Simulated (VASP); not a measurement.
# Si (I4_1/amd) in VASP: further runs

The runs below take Si through single point, with PBE, r2SCAN.

All numbers are computed with VASP 6.6.1; they aren't measurements. Logs are shortened: lines on timing, memory, paths and dates and some standing lists are left out, and cuts for length are marked.

## Step 1: The cell of the first run

It takes space group I4_1/amd (No. 141, tetragonal). The conventional cell has a = 3.850 Å, b = 3.850 Å, c = 5.488 Å, α = 90.00°, β = 90.00°, γ = 90.00°. Within 3.1 Å of Si (site symmetry -4m2) lie 4 Si at 2.36 Å.

## Step 2: Single point, PBE (uniaxial y strain +0.8%)

Contents of INCAR:

```
SYSTEM = Si
PREC = Accurate
ENCUT = 520
EDIFF = 1E-6
ISMEAR = -1
SIGMA = 0.02
LREAL = .False.
LASPH = .True.
NELM = 60
ALGO = Normal
ISIF = 2
LWAVE = .False.
LCHARG = .False.
GGA = PE
NBANDS = 11
```

Contents of KPOINTS:

```
regular mesh
0
Gamma
  8 8 8
  0 0 0
```

Contents of POSCAR:

```
Si
1.0
    0.0000000000      2.7441689079      2.7221197381
    2.7221197381      0.0000000000      2.7221197381
    2.7221197381      2.7441689079      0.0000000000
Si
2
Direct
    0.2500000000      0.2500000000      0.2500000000
    0.0000000000      0.0000000000      0.0000000000
```

Potentials or basis: VASP PAW PBE potentials, release 64 (Si).

Command:

```bash
> cat potpaw_PBE.64/Si/POTCAR > POTCAR
> mpirun -np 1 vasp_std > vasp.out
```

OUTCAR:

```text
SYSTEM = Si
   PREC = Accurate
   ENCUT = 520
   EDIFF = 1E-6
   ISMEAR = -1
   LREAL = .False.
   LASPH = .True.
   NELM = 60
   ISIF = 2
   GGA = PE

 ion  position               nearest neighbor table
   1  0.250  0.250  0.250-   2 2.36   2 2.36   2 2.36   2 2.36
   2  0.000  0.000  0.000-   1 2.36   1 2.36   1 2.36   1 2.36

  LATTYP: Found a body centered tetragonal cell.
 ALAT       =     3.8496586520
 C/A-ratio  =     1.4256686922

  Lattice vectors:

 A1 = (   0.0000000000,  -2.7441689079,   2.7221197381)
 A2 = (   0.0000000000,  -2.7441689079,  -2.7221197381)
 A3 = (   2.7221197381,   2.7441689079,   0.0000000000)

Analysis of symmetry for initial positions (statically):
=====================================================================
 Subroutine PRICEL returns:
 Original cell was already a primitive cell.

 Routine SETGRP: Setting up the symmetry group for a
 body centered tetragonal supercell.

 Subroutine GETGRP returns: Found 16 space group operations
 (whereof  8 operations were pure point group operations)
 out of a pool of 16 trial point group operations.

The static configuration has the point symmetry D_2d.
 The point group associated with its full space group is D_4h.

Analysis of symmetry for dynamics (positions and initial velocities):
=====================================================================
 Subroutine PRICEL returns:
 Original cell was already a primitive cell.

 Routine SETGRP: Setting up the symmetry group for a
 body centered tetragonal supercell.

 Subroutine GETGRP returns: Found 16 space group operations
 (whereof  8 operations were pure point group operations)
 out of a pool of 16 trial point group operations.

The dynamic configuration has the point symmetry D_2d.
 The point group associated with its full space group is D_4h.

 Subroutine INISYM returns: Found 16 space group operations
 (whereof  8 operations are pure point group operations),
 and found     1 'primitive' translations

----------------------------------------------------------------------------------------

                                     Primitive cell

  volume of cell :      40.6682

  direct lattice vectors                    reciprocal lattice vectors
     0.000000000  2.744168908  2.722119738    -0.183680384  0.182204528  0.183680384
     2.722119738  0.000000000  2.722119738     0.183680384 -0.182204528  0.183680384
     2.722119738  2.744168908  0.000000000     0.183680384  0.182204528 -0.183680384

  length of vectors
     3.865281214  3.849658652  3.865281214     0.317293960  0.317293960  0.317293960

  position of ions in fractional coordinates (direct lattice)
     0.250000000  0.250000000  0.250000000
     0.000000000  0.000000000  0.000000000

  ion indices of the primitive-cell ions
   primitive index   ion index
                 1           1
                 2           2

----------------------------------------------------------------------------------------

 KPOINTS: regular mesh

Automatic generation of k-mesh.
 Grid dimensions read from file:
 generate k-points for:    8    8    8

 Generating k-lattice:

  Cartesian coordinates                     Fractional coordinates (reciprocal lattice)
    -0.022960048  0.022775566  0.022960048     0.125000000  0.000000000  0.000000000
     0.022960048 -0.022775566  0.022960048     0.000000000  0.125000000  0.000000000
     0.022960048  0.022775566 -0.022960048     0.000000000  0.000000000  0.125000000

  Length of vectors
     0.039661745  0.039661745  0.039661745

  Shift w.r.t. Gamma in fractional coordinates (k-lattice)
     0.000000000  0.000000000  0.000000000

 Subroutine IBZKPT returns following result:
 ===========================================

 Found     59 irreducible k-points:

 Following reciprocal coordinates:
            Coordinates               Weight
  0.000000  0.000000  0.000000      1.000000
  0.125000  0.000000 -0.000000      8.000000
  0.250000  0.000000 -0.000000      8.000000
  0.375000  0.000000 -0.000000      8.000000
  0.500000  0.000000 -0.000000      4.000000
  0.125000  0.125000  0.000000      4.000000
[... 16 lines left out ...]
  0.250000  0.000000  0.125000      8.000000
  0.375000  0.000000  0.125000      8.000000
 [... further k-points ...]
   k-points           NKPTS =     59   k-points in BZ     NKDIM =     59   number of bands    NBANDS=     11
   number of dos      NEDOS =    301   number of ions     NIONS =      2
   total plane-waves  NPLWV =  27000
   dimension x,y,z NGX =    30 NGY =   30 NGZ =   30
   dimension x,y,z NGXF=    60 NGYF=   60 NGZF=   60
   ions per type =               2
   NGX,Y,Z   is equivalent  to a cutoff of  12.90, 12.96, 12.90 a.u.
   NGXF,Y,Z  is equivalent  to a cutoff of  25.81, 25.91, 25.81 a.u.
 SYSTEM =  Si
   PREC   = accura    normal or accurate (medium, high low for compatibility)
   ISTART =      0    job   : 0-new  1-cont  2-samecut
   ICHARG =      2    charge: 1-file 2-atom 10-const
   ISPIN  =      1    spin polarized calculation?
   LNONCOLLINEAR =      F non collinear calculations
   LSORBIT =      F    spin-orbit coupling
   LASPH  =      T    aspherical Exc in radial PAW
   ENCUT  =  520.0 eV  38.22 Ry    6.18 a.u.   7.19  7.16  7.19*2*pi/ulx,y,z
   NELM   =     60;   NELMIN=  2; NELMDL= -5     # of ELM steps
   EDIFF  = 0.1E-05   stopping-criterion for ELM
   LREAL  =      F    real-space projection
   EDIFFG = 0.1E-04   stopping-criterion for IOM
   NSW    =      0    number of steps for IOM
   IBRION =     -1    ionic relax: 0-MD 1-quasi-New 2-CG
   NFREE  =      0    steps in history (QN), initial steepest desc. (CG)
   ISIF   =      2    stress and relaxation
   ISYM   =      2    0-nonsym 1-usesym 2-fastsym
   POTIM  = 0.5000    time-step for ionic-motion
   TEBEG  =    0.0;   TEEND  =   0.0 temperature during run
   PSTRESS=    0.0 pullay stress
   NELECT =       8.0000    total number of electrons
   NUPDOWN=      -1.0000    fix difference up-down
   EMIN   =  10.00;   EMAX   =-10.00  energy-range for DOS
   EFERMI =   0.00;   METHOD = LEGACY
   ISMEAR =    -1;   SIGMA  =   0.02  broadening in eV -4-tet -1-fermi 0-gaus
   EFERMI_NEDOS =   21; number of points for ismear=-14 and -15
   IALGO  =     38    algorithm
   IMIX   =      4    mixing-type and parameters
     AMIX     =   0.40;   BMIX     =  1.00
     AMIX_MAG =   1.60;   BMIX_MAG =  1.00
  volume/ion in A,a.u.               =      20.33       137.22
  Fermi-wavevector in a.u.,A,eV,Ry     =   0.952108  1.799224 12.333823  0.906510
  Thomas-Fermi vector in A             =   2.080641
   LORBIT       =      0    0 simple, 1 ext, 2 COOP (PROOUT), +10 PAW based schemes
   GGA     = PE    functional components
   LHFCALC =     F    Hartree Fock is set to
   AEXX    =    0.0000 exact exchange contribution
   IVDW    =     0    specifies the selected vdW correction
   LEPSILON=     F    determine dielectric tensor
   LRPA    =     F    only Hartree local field effects (RPA)
 non-spin polarized calculation
  energy-cutoff  :      520.00
  volume of cell :       40.67
 maximum number of plane-waves:      1109
 NGX is ok and might be reduce to    30
   NGX = 15   NGY = 15   NGZ = 15

 number of electron       8.0000001 magnetization

 Free energy of the ion-electron system (eV)
  ---------------------------------------------------
  ext. energy  EPLUGINS =         0.00000000
  ---------------------------------------------------
  free energy    TOTEN  =       -10.84520544 eV

  energy without entropy =      -10.84520543  energy(sigma->0) =      -10.84520544

 E-fermi :   5.9826     XC(G=0):  -9.3477

 val. band max:        5.6901974419   @ k =   0.0000   0.0000   0.0000
 cond. band min:       6.2885797144   @ k =   0.3750   0.3750   0.0000
 fundamental gap:      0.5983822725
 Fermi energy:         5.9825767458

 k-point     1 :       0.0000    0.0000    0.0000
  band No.  band energies     occupation
      1      -6.1803      2.00000
      2       5.6331      2.00000
      3       5.6902      2.00000
      4       5.6902      2.00000
      5       8.2204      0.00000
      6       8.2204      0.00000
      7       8.2499      0.00000
      8       8.8656      0.00000
      9      13.3097      0.00000
     10      13.4551      0.00000
     11      13.5693      0.00000

 k-point     2 :       0.1250    0.0000   -0.0000
  band No.  band energies     occupation
      1      -5.9789      2.00000
      2       4.0787      2.00000
      3       5.3650      2.00000
      4       5.4096      2.00000
      5       8.1293      0.00000
      6       8.6403      0.00000
      7       8.6562      0.00000
      8      10.2499      0.00000
      9      12.8504      0.00000
     10      12.9643      0.00000
     11      14.3480      0.00000

 k-point     3 :       0.2500    0.0000   -0.0000
  band No.  band energies     occupation
      1      -5.3916      2.00000
      2       1.7753      2.00000
      3       4.8932      2.00000
      4       4.9521      2.00000
      5       7.6476      0.00000
      6       9.1562      0.00000
      7       9.1757      0.00000
      8      12.4638      0.00000
      9      12.8449      0.00000
     10      12.8776      0.00000
     11      14.6193      0.00000
[... 267 lines left out ...]
 k-point    23 :       0.2500    0.0000    0.1250
  band No.  band energies     occupation
      1      -5.4535      2.00000
      2       2.4567      2.00000
      3       4.4034      2.00000
      4       4.4289      2.00000
      5       7.8549      0.00000
      6       9.3097      0.00000
      7      10.1107      0.00000
      8      10.3925      0.00000
      9      13.0168      0.00000
     10      13.8824      0.00000
     11      15.6305      0.00000

 k-point    24 :       0.3750    0.0000    0.1250
  band No.  band energies     occupation
      1      -4.6523      2.00000
      2       0.4336      2.00000
      3       3.8254      2.00000
      4       4.1436      2.00000
      5       7.9404      0.00000
      6       9.2310      0.00000
      7      10.1437      0.00000
      8      11.1567      0.00000
      9      14.9376      0.00000
     10      14.9668      0.00000
     11      15.4675      0.00000

 [... further k-points ...]

------------------------ aborting loop because EDIFF is reached ----------------------------------------

  FORCE on cell =-STRESS in cart. coord.  units (eV):
  Direction    XX          YY          ZZ          XY          YZ          ZX
  --------------------------------------------------------------------------------------
  -------------------------------------------------------------------------------------
  Total        0.1905367     -0.0099193      0.1905367      0.0000000      0.0000000      0.0000000
  in kB        7.5064377     -0.3907851      7.5064377      0.0000000      0.0000000      0.0000000
  external PRESSURE =       4.8740301 kB  Pullay stress =       0.0000000 kB

 VOLUME and BASIS-vectors are now :
 -----------------------------------------------------------------------------
  energy-cutoff  :      520.00
  volume of cell :       40.67
      direct lattice vectors                 reciprocal lattice vectors
     0.000000000  2.744168908  2.722119738    -0.183680384  0.182204528  0.183680384
     2.722119738  0.000000000  2.722119738     0.183680384 -0.182204528  0.183680384
     2.722119738  2.744168908  0.000000000     0.183680384  0.182204528 -0.183680384

 POSITION                                       TOTAL-FORCE (eV/Angst)
 -----------------------------------------------------------------------------------
      1.36106      1.37208      1.36106         0.000000      0.000000      0.000000
      0.00000      0.00000      0.00000         0.000000      0.000000      0.000000
 -----------------------------------------------------------------------------------
    total drift:                               -0.000000     -0.000000     -0.000000

  FREE ENERGIE OF THE ION-ELECTRON SYSTEM (eV)
  ---------------------------------------------------
  free  energy   TOTEN  =       -10.8452054363 eV

  energy  without entropy=      -10.8452054340  energy(sigma->0) =      -10.84520544
```

Wall time 11 s (1 thread of Intel Xeon 6975P-C (Granite Rapids), shared host); peak memory 0.16 GiB.

What came out:

* Free energy: -10.8452 eV
* Pressure: 0.5 GPa
* Band gap on the k mesh: 0.60 eV, indirect (least direct gap 2.53 eV)

Caveat: the cell differs from its parent crystal (uniaxial y strain +0.8%).

## Step 3: Single point, r2SCAN (uniaxial y strain +0.8%)

POSCAR is that of step 2.

Contents of INCAR.step1:

```
SYSTEM = Si
  PREC = Accurate
  ENCUT = 520
  ISMEAR = 0
  SIGMA = 0.01
  LREAL = .FALSE.
  LASPH = .TRUE.
  NELM = 100
  NBANDS = 11
  GGA = PE
  ALGO = Normal
  EDIFF = 1E-4
  LWAVE = .TRUE.
  LCHARG = .FALSE.
```

Contents of INCAR.step2:

```
SYSTEM = Si
  PREC = Accurate
  ENCUT = 520
  EDIFF = 1E-6
  ISMEAR = 0
  SIGMA = 0.01
  LREAL = .FALSE.
  LASPH = .TRUE.
  NELM = 100
  ALGO = Normal
  ISIF = 2
  LWAVE = .FALSE.
  LCHARG = .FALSE.
  METAGGA = R2SCAN
  LMIXTAU = .TRUE.
  NBANDS = 11
  ISTART = 1
```

Contents of KPOINTS:

```
Automatic mesh
0
G
  8 8 8
  0 0 0
```

Potentials or basis: VASP PAW PBE potentials, release 64 (Si).

Command:

```bash
> cat potpaw_PBE.64/Si/POTCAR > POTCAR
> cp INCAR.step1 INCAR
> mpirun -np 1 vasp_std > vasp.out
> cp INCAR.step2 INCAR
> mpirun -np 1 vasp_std > vasp.out
```

OUTCAR:

```text
SYSTEM = Si
   PREC = Accurate
   ENCUT = 520
   EDIFF = 1E-6
   ISMEAR = 0
   LREAL = .FALSE.
   LASPH = .TRUE.
   NELM = 100
   ISIF = 2
   METAGGA = R2SCAN
   ISTART = 1

 ion  position               nearest neighbor table
   1  0.250  0.250  0.250-   2 2.36   2 2.36   2 2.36   2 2.36
   2  0.000  0.000  0.000-   1 2.36   1 2.36   1 2.36   1 2.36

  LATTYP: Found a body centered tetragonal cell.
 ALAT       =     3.8496586520
 C/A-ratio  =     1.4256686922

  Lattice vectors:

 A1 = (   0.0000000000,  -2.7441689079,   2.7221197381)
 A2 = (   0.0000000000,  -2.7441689079,  -2.7221197381)
 A3 = (   2.7221197381,   2.7441689079,   0.0000000000)

Analysis of symmetry for initial positions (statically):
=====================================================================
 Subroutine PRICEL returns:
 Original cell was already a primitive cell.

 Routine SETGRP: Setting up the symmetry group for a
 body centered tetragonal supercell.

 Subroutine GETGRP returns: Found 16 space group operations
 (whereof  8 operations were pure point group operations)
 out of a pool of 16 trial point group operations.

The static configuration has the point symmetry D_2d.
 The point group associated with its full space group is D_4h.
[... 176 lines left out ...]
      5       8.3220      0.00000
      6       8.3220      0.00000
      7       8.3548      0.00000
      8       9.3786      0.00000
      9      13.6243      0.00000
     10      13.7764      0.00000
     11      14.2122      0.00000
[... 309 lines left out ...]
 k-point    24 :       0.3750    0.0000    0.1250
  band No.  band energies     occupation
      1      -5.2257      2.00000
      2       0.1325      2.00000
      3       3.6683      2.00000
      4       3.9648      2.00000
      5       8.1265      0.00000
      6       9.4676      0.00000
      7      10.3649      0.00000
      8      11.4806      0.00000
      9      15.3992      0.00000
     10      15.5342      0.00000
     11      16.1382      0.00000

 [... further k-points ...]

------------------------ aborting loop because EDIFF is reached ----------------------------------------

  FORCE on cell =-STRESS in cart. coord.  units (eV):
  Direction    XX          YY          ZZ          XY          YZ          ZX
  --------------------------------------------------------------------------------------
  -------------------------------------------------------------------------------------
  Total       -0.1790460     -0.4006514     -0.1790460      0.0000000      0.0000000      0.0000000
  in kB       -7.0537496    -15.7841769     -7.0537496      0.0000000      0.0000000      0.0000000
  external PRESSURE =      -9.9638920 kB  Pullay stress =       0.0000000 kB

 VOLUME and BASIS-vectors are now :
 -----------------------------------------------------------------------------
  energy-cutoff  :      520.00
  volume of cell :       40.67
      direct lattice vectors                 reciprocal lattice vectors
     0.000000000  2.744168908  2.722119738    -0.183680384  0.182204528  0.183680384
     2.722119738  0.000000000  2.722119738     0.183680384 -0.182204528  0.183680384
     2.722119738  2.744168908  0.000000000     0.183680384  0.182204528 -0.183680384

 POSITION                                       TOTAL-FORCE (eV/Angst)
 -----------------------------------------------------------------------------------
      1.36106      1.37208      1.36106         0.000000      0.000000      0.000000
      0.00000      0.00000      0.00000        -0.000000      0.000000     -0.000000
 -----------------------------------------------------------------------------------
    total drift:                               -0.000000     -0.000000     -0.000000

  FREE ENERGIE OF THE ION-ELECTRON SYSTEM (eV)
  ---------------------------------------------------
  free  energy   TOTEN  =       -17.5452879730 eV

  energy  without entropy=      -17.5452879730  energy(sigma->0) =      -17.54528797
```

OUTCAR.step1:

```text
SYSTEM = Si
   PREC = Accurate
   ENCUT = 520
   ISMEAR = 0
   LREAL = .FALSE.
   LASPH = .TRUE.
[... 561 lines left out ...]
      1.36106      1.37208      1.36106         0.000000      0.000000      0.000000
      0.00000      0.00000      0.00000         0.000000     -0.000000      0.000000
 -----------------------------------------------------------------------------------
    total drift:                               -0.000000     -0.000000     -0.000000

  FREE ENERGIE OF THE ION-ELECTRON SYSTEM (eV)
  ---------------------------------------------------
  free  energy   TOTEN  =       -10.8452046991 eV

  energy  without entropy=      -10.8452046991  energy(sigma->0) =      -10.84520470
```

OSZICAR.step1:

```text
N       E                     dE             d eps       ncg     rms          rms(c)
DAV:   1     0.671482851741E+01    0.67148E+01   -0.31832E+03  1298   0.562E+02
DAV:   2    -0.104726370913E+02   -0.17187E+02   -0.16351E+02  1749   0.830E+01
DAV:   3    -0.110127636520E+02   -0.54013E+00   -0.53862E+00  1676   0.125E+01
DAV:   4    -0.110170476605E+02   -0.42840E-02   -0.42835E-02  1560   0.139E+00
DAV:   5    -0.110170863710E+02   -0.38711E-04   -0.38710E-04  1621   0.124E-01    0.479E+00
DAV:   6    -0.108984605141E+02    0.11863E+00   -0.66885E-02  1478   0.106E+00    0.291E+00
DAV:   7    -0.108436870473E+02    0.54773E-01   -0.13045E-01  1474   0.160E+00    0.171E-01
DAV:   8    -0.108449679020E+02   -0.12809E-02   -0.57918E-03  1481   0.409E-01    0.798E-02
DAV:   9    -0.108451803184E+02   -0.21242E-03   -0.20528E-04  1624   0.870E-02    0.585E-02
DAV:  10    -0.108452046991E+02   -0.24381E-04   -0.20275E-05   926   0.264E-02
   1 F= -.10845205E+02 E0= -.10845205E+02  d E =-.252158E-48
```

Wall time 43 s (1 thread of Intel Xeon 6975P-C (Granite Rapids), shared host); peak memory 0.17 GiB.

Results:

| Item | Value |
| --- | --- |
| Free energy | -17.5453 eV |
| Pressure | -1.0 GPa |
| Band gap on the k mesh | 0.79 eV, indirect (least direct gap 2.72 eV) |

Stress tensor (GPa, compression positive):
```
-0.71  0.00  0.00
 0.00 -1.58  0.00
 0.00  0.00 -0.71
```

Levels at points of the mesh, in eV from the valence-band top:
| k point | band 2 | band 3 | band 4 | band 5 | band 6 | band 7 |
| --- | --- | --- | --- | --- | --- | --- |
| (0.00, 0.00, 0.00) | -0.06 | 0.00 | 0.00 | 2.72 | 2.72 | 2.75 |
| (0.50, 0.00, 0.00) | -7.21 | -1.32 | -1.24 | 1.80 | 3.55 | 3.61 |
| (0.50, 0.50, 0.00) | -8.11 | -3.01 | -3.01 | 0.91 | 0.91 | 10.70 |
| (0.50, 0.00, 0.50) | -8.16 | -2.95 | -2.95 | 0.97 | 0.97 | 10.73 |

Caveat: the cell differs from its parent crystal (uniaxial y strain +0.8%); the PAW data sets were made with another functional, which shifts forces and pressure a little.
